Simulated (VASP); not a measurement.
Write the native input for VASP 6.6.1 that does the following.

- Task: single point
- Functional: PBE
- Potentials or basis: VASP PAW PBE potentials, release 64 (Si, Se)
- Cutoff: 520 eV
- k mesh: 4 × 4 × 4
- Occupations: gaussian, width 0.1 eV
- Spin: no spin polarisation
- Dipole correction: no
- Further INCAR settings: ALGO = Normal; EDIFF = 1e-06; NBANDS = 22

The structure of SiSe4 lies in POSCAR:

```
SiSe4
1.0
   -3.1500800142      3.1500800142      3.1500800142
    3.1500800142     -3.1500800142      3.1500800142
    3.1500800142      3.1500800142     -3.1500800142
Si Se
1 4
Direct
    0.0000000000      0.0000000000      0.0000000000
    0.4258841746      0.4258841746      0.4258841746
    0.5741158254      0.0000000000      0.0000000000
    0.0000000000      0.0000000000      0.5741158254
    0.0000000000      0.5741158254      0.0000000000
```

One way to write it, as run:

INCAR

```
SYSTEM = SiSe4
ALGO = Normal
EDIFF = 1E-6
ENCUT = 520
GGA = PE
ISIF = 2
ISMEAR = 0
LASPH = .TRUE.
LCHARG = .FALSE.
LREAL = .FALSE.
LWAVE = .FALSE.
NBANDS = 22
NELM = 60
PREC = Accurate
SIGMA = 0.1
```

KPOINTS

```
k-points
0
G
  4 4 4
  0 0 0
```

Potentials or basis: VASP PAW PBE potentials, release 64 (Si, Se).

The run is started by

```console
$ cat potpaw_PBE.64/Si/POTCAR potpaw_PBE.64/Se/POTCAR > POTCAR
$ mpirun -np 1 vasp_std > vasp.out
```

It gave:

```yaml
Pressure: 0.2 GPa
Band_gap_on_the_k_mesh: zero (band 14 reaches 4.46 eV, above the bottom of band 15 at 1.99 eV)
```

It took 12 s on 1 thread of Intel(R) Xeon(R) 6975P-C (Granite Rapids) (shared host), peak memory 0.24 GiB.
